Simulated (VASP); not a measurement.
Wanted: the native input for a VASP 6.6.1 run.

```yaml
Task: single point
Functional: r2SCAN
Potentials_or_basis: VASP PAW PBE potentials, release 64 (B, P)
Cutoff: 520 eV
k_mesh: 10 × 10 × 10
Occupations: gaussian, width 0.01 eV
Spin: no spin polarisation
Dipole_correction: no
Further_INCAR_settings: ALGO = Normal; EDIFF = 1e-06; NBANDS = 11
```

Crystal: BP.

```
CELL_PARAMETERS angstrom
0.00000 2.26832 2.20027
2.26832 0.00000 2.20027
2.26832 2.26832 0.00000
ATOMIC_POSITIONS crystal
B 0.00000 0.00000 0.00000
P 0.25000 0.25000 0.25000
```

This cell differs from its parent crystal: uniaxial z strain -3.0%.

These files were run (other wordings do the same):

POSCAR

```
BP
1.0
    0.0000000000      2.2683156689      2.2002661989
    2.2683156689      0.0000000000      2.2002661989
    2.2683156689      2.2683156689      0.0000000000
B P
1 1
Direct
    0.0000000000      0.0000000000      0.0000000000
    0.2500000000      0.2500000000      0.2500000000
```

INCAR.step1

```
SYSTEM = BP
PREC     = Accurate       ! precision mode
ENCUT    = 520            ! plane-wave cutoff, eV
ISMEAR   = 0              ! smearing method
SIGMA    = 0.01           ! smearing width, eV
LREAL    = .False.        ! projectors in reciprocal space
LASPH    = .True.         ! aspherical terms in the spheres
NELM     = 80             ! most SCF steps
NBANDS   = 11             ! bands
GGA      = PE             ! functional
ALGO     = Normal         ! electronic algorithm
EDIFF    = 1E-4           ! SCF threshold, eV
LWAVE    = .True.         ! write WAVECAR
LCHARG   = .False.        ! write CHGCAR
```

INCAR.step2

```
SYSTEM = BP
PREC     = Accurate       ! precision mode
ENCUT    = 520            ! plane-wave cutoff, eV
EDIFF    = 1E-6           ! SCF threshold, eV
ISMEAR   = 0              ! smearing method
SIGMA    = 0.01           ! smearing width, eV
LREAL    = .False.        ! projectors in reciprocal space
LASPH    = .True.         ! aspherical terms in the spheres
NELM     = 80             ! most SCF steps
ALGO     = Normal         ! electronic algorithm
ISIF     = 2              ! what is computed and relaxed
LWAVE    = .False.        ! write WAVECAR
LCHARG   = .True.         ! write CHGCAR
METAGGA  = R2SCAN         ! meta-GGA
LMIXTAU  = .True.       
LELF     = .True.         ! ELF
LVHAR    = .True.       
NBANDS   = 11             ! bands
ISTART   = 1
```

KPOINTS

```
regular mesh
0
Gamma
  10 10 10
  0 0 0
```

Potentials or basis: VASP PAW PBE potentials, release 64 (B, P).

Command:

```console
$ cat potpaw_PBE.64/B/POTCAR potpaw_PBE.64/P/POTCAR > POTCAR
$ cp INCAR.step1 INCAR
$ mpirun -np 1 vasp_std > vasp.out
$ cp INCAR.step2 INCAR
$ mpirun -np 1 vasp_std > vasp.out
```

Results of the run:

The pressure is 4.9 GPa and the band gap on the k mesh is 0.92 eV, indirect (least direct gap 3.36 eV).

Caveat: the cell differs from its parent crystal (uniaxial z strain -3.0%); the PAW data sets were made with another functional, which shifts forces and pressure a little.

Run time: 27 s on 1 thread of Intel(R) Xeon(R) 6975P-C (Granite Rapids), on a shared host, peak memory 0.14 GiB.
